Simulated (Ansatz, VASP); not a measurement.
# Ti2Co: VASP beside Ansatz

```
Ti Co
1.0
     0.00000    3.36500    3.36500
     3.36500    0.00000    3.36500
     3.36500    3.36500    0.00000
Ti Co
4 2
Direct
  0.12500 0.12500 0.12500
  0.62500 0.12500 0.12500
  0.12500 0.12500 0.62500
  0.12500 0.62500 0.12500
  0.50000 0.50000 0.50000
  0.75000 0.75000 0.75000
```

Alike in both runs: task single point; functional r2SCAN; k mesh 5 × 5 × 5; occupations gaussian, width 0.1 eV; collinear spin.

|  | VASP | Ansatz |
| --- | --- | --- |
| version | VASP 6.6.1 | Ansatz 0.2.0 |
| potentials or method | VASP PAW PBE potentials, release 64 (Ti_sv, Co), cutoff 520 eV | scalar-relativistic, plane waves, PAW |
| valence electrons in the cell | 66 | 82 |

```csv
,VASP,Ansatz,Ansatz less VASP
gap on the k mesh at the Fermi level (eV),none,none,-
pressure (GPa),25.0,23.8,-1.14
net moment per atom (μB),0.57,0.56,-0.008
size of the moment on the site where the two differ most (μB),0.24,0.19,-0.054
```

VASP's potentials were made for PBE, not for r2SCAN. Site moments also hang on the region over which each program counts them. A gap of «none» marks a metal or a gap that the smearing closes. With one functional, cell and mesh, what is left measures potentials, basis and numerics. VASP's potentials hold 66 valence electrons a cell and Ansatz's 82, so a difference there can come from the potentials and not from the codes. Ansatz's warnings: stability check not made.
